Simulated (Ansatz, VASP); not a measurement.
## One calculation of GaAs, two programs

```xyz
2
Lattice="0.0000 2.8432 2.8432 2.8432 0.0000 2.8432 2.8432 2.8432 0.0000" Properties=species:S:1:pos:R:3 pbc="T T T"
Ga    0.0000    0.0000    0.0000
As    1.4216    1.4216    1.4216
```

Alike in both runs: task single point; functional PBE; k mesh 6 × 6 × 6; no spin polarisation.

|  | VASP | Ansatz |
| --- | --- | --- |
| version | VASP 6.6.1 | Ansatz 0.2.0 |
| potentials or method | VASP PAW PBE potentials, release 64 (Ga_d, As) | plane waves, PAW |
| plane-wave cutoff (eV) | 500 | 420 |
| occupations | gaussian, width 0.01 eV | fixed |
| valence electrons in the cell | 18 | 28 |

|  | VASP | Ansatz | Ansatz less VASP |
| --- | --- | --- | --- |
| gap on the k mesh at the Fermi level (eV) | 0.39 | 0.38 | -0.004 |
| pressure (GPa) | 2.1 | 2.0 | -0.16 |

VASP's potentials hold 18 valence electrons a cell and Ansatz's 28, so a difference there can come from the potentials and not from the codes.
